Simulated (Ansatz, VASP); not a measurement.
Pb: VASP beside Ansatz

The input INCAR:

```
SYSTEM = Pb
PREC = Accurate
ENCUT = 520
EDIFF = 1E-6
ISMEAR = 0
SIGMA = 0.1
LREAL = .FALSE.
LASPH = .TRUE.
NELM = 100
ALGO = Normal
ISIF = 2
LWAVE = .FALSE.
LCHARG = .FALSE.
GGA = PE
NBANDS = 36
```

The input KPOINTS:

```
Automatic mesh
0
G
  12 12 4
  0 0 0
```

The input POSCAR:

```
Pb
1.0
    3.5961927243      0.0000000000      0.0000000000
   -1.7980963621      3.1143942562      0.0000000000
    0.0000000000      0.0000000000     11.9019434652
Pb
4
Direct
    0.0000000000      0.0000000000     -0.0217481288
    0.3333333300      0.6666666700      0.2717481288
    0.0000000000      0.0000000000      0.4782518712
    0.6666666700      0.3333333300      0.7717481288
```

Input for Ansatz:

```yaml
crystal:
  lattice:
    - [3.5961927243, 0.0, 0.0]
    - [-1.7980963621, 3.1143942562, 0.0]
    - [0.0, 0.0, 11.9019434652]
  atoms:
    - { symbol: Pb, position: [0.0, 0.0, -0.0217481288] }
    - { symbol: Pb, position: [0.33333333, 0.66666667, 0.2717481288] }
    - { symbol: Pb, position: [0.0, 0.0, 0.4782518712] }
    - { symbol: Pb, position: [0.66666667, 0.33333333, 0.7717481288] }
basis:
  ecutwfc: 420
kpoints:
  mp_grid: { grid: [12, 12, 4] }
hamiltonian:
  xc: pbe
scf:
  occupations: { method: gaussian, width: 0.1 }
output:
  forces: true
  stress: true
  eigenvalues: true
```

Alike in both runs: task single point; functional PBE; k mesh 12 × 12 × 4; occupations gaussian, width 0.1 eV; no spin polarisation.

|  | VASP | Ansatz |
| --- | --- | --- |
| version | VASP 6.6.1 | Ansatz 0.2.0 |
| potentials or method | VASP PAW PBE potentials, release 64 (Pb_d), cutoff 520 eV | scalar-relativistic, plane waves, PAW |
| valence electrons in the cell | 56 | 56 |

```csv
,VASP,Ansatz,Ansatz less VASP
gap on the k mesh at the Fermi level (eV),none,none,-
pressure (GPa),1.6,1.6,+0.08
"traceless stress, the component that is largest in VASP (GPa)",0.88,0.87,-0.003
rms of the force components (eV/Å),0.471,0.469,-0.0026
```

Atom by atom the forces differ by 0.003 eV/Å (rms over components). A gap of «none» marks a metal or a gap that the smearing closes. With one functional, cell and mesh, what is left measures potentials, basis and numerics.

Neither program's run includes spin-orbit coupling.
